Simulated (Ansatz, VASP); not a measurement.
## One calculation of GaN, two programs

```
Ga N
1.0
     0.00000    2.27122    2.27122
     2.27122    0.00000    2.27122
     2.27122    2.27122    0.00000
Ga N
1 1
Direct
  0.00000 0.00000 0.00000
  0.75000 0.75000 0.75000
```

Alike in both runs: task single point; functional r2SCAN; k mesh 8 × 8 × 8; no spin polarisation.

```csv
,VASP,Ansatz
version,VASP 6.6.1,Ansatz 0.2.0
potentials or method,"VASP PAW PBE potentials, release 64 (Ga_d, N)","plane waves, PAW"
plane-wave cutoff (eV),520,500
occupations,"gaussian, width 0.01 eV",fixed
valence electrons in the cell,18,18
```

Ansatz gave:

```
gap on the k mesh at the Fermi level (eV) : 1.97
pressure (GPa)                            : -5.5
```

Task: What did VASP give for the same quantities?

Result: gap on the k mesh at the Fermi level (eV): 1.96; pressure (GPa): -4.5.

VASP's potentials were made for PBE, not for r2SCAN.
